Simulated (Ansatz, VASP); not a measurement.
**SiO2: VASP beside Ansatz**

Contents of POSCAR:

```
SiO2
1.0
   -2.4743911465      2.4743911465      3.6589264506
    2.4743911465     -2.4743911465      3.6589264506
    2.4743911465      2.4743911465     -3.6589264506
Si O
2 4
Direct
    0.0000000000      0.0000000000      0.0000000000
    0.7500000000      0.2500000000      0.5000000000
    0.3750000000      0.2224564639      0.3474564639
    0.9724564639      0.6250000000      0.8474564639
    0.7775435361      0.1250000000      0.1525435361
    0.8750000000      0.0275435361      0.6525435361
```

Contents of INCAR.step1:

```
PREC = Accurate ; ENCUT = 520
ISMEAR = 0 ; SIGMA = 0.02
LREAL = False ; LASPH = True
NELM = 80 ; NBANDS = 25
GGA = PE ; ALGO = Normal
EDIFF = 1E-4 ; LWAVE = True
LCHARG = False
```

Contents of INCAR.step2:

```
PREC = Accurate ; ENCUT = 520
EDIFF = 1E-6 ; ISMEAR = 0
SIGMA = 0.02 ; LREAL = False
LASPH = True ; NELM = 80
ALGO = Normal ; ISIF = 2
LWAVE = False ; LCHARG = False
METAGGA = R2SCAN ; LMIXTAU = True
NBANDS = 25 ; ISTART = 1
```

File KPOINTS:

```
regular mesh
0
Gamma
  6 6 6
```

Input for Ansatz:

```yaml
crystal:
  lattice:
    - [-2.4743911465, 2.4743911465, 3.6589264506]
    - [2.4743911465, -2.4743911465, 3.6589264506]
    - [2.4743911465, 2.4743911465, -3.6589264506]
  atoms:
    - { symbol: Si, position: [0.0, 0.0, 0.0] }
    - { symbol: Si, position: [0.75, 0.25, 0.5] }
    - { symbol: O, position: [0.375, 0.2224564639, 0.3474564639] }
    - { symbol: O, position: [0.9724564639, 0.625, 0.8474564639] }
    - { symbol: O, position: [0.7775435361, 0.125, 0.1525435361] }
    - { symbol: O, position: [0.875, 0.0275435361, 0.6525435361] }
basis:
  ecutwfc: 500
kpoints:
  mp_grid: { grid: [6, 6, 6] }
  band_path: { path: [VBM, CBM], npoints: 2 }
hamiltonian:
  xc: r2scan
scf:
  occupations: { method: gaussian, width: 0.02 }
output:
  forces: true
  stress: true
  eigenvalues: true
checkpoint:
  read: start.run
  write: ck
  compress: false
  write_wavefunctions: false
  write_every: 100000
```

Alike in both runs: task single point; functional r2SCAN; k mesh 6 × 6 × 6; occupations gaussian, width 0.02 eV; no spin polarisation.

```csv
,VASP,Ansatz
version,VASP 6.6.1,Ansatz 0.2.0
potentials or method,"VASP PAW PBE potentials, release 64 (Si, O), cutoff 520 eV","scalar-relativistic, plane waves, PAW"
valence electrons in the cell,32,32
```

|  | VASP | Ansatz | Ansatz less VASP |
| --- | --- | --- | --- |
| gap on the k mesh at the Fermi level (eV) | 6.55 | 6.55 | +0.002 |
| least direct gap on the mesh (eV) | 6.55 | 6.55 | +0.002 |
| pressure (GPa) | 0.2 | 0.0 | -0.17 |

VASP's potentials were made for PBE, not for r2SCAN.
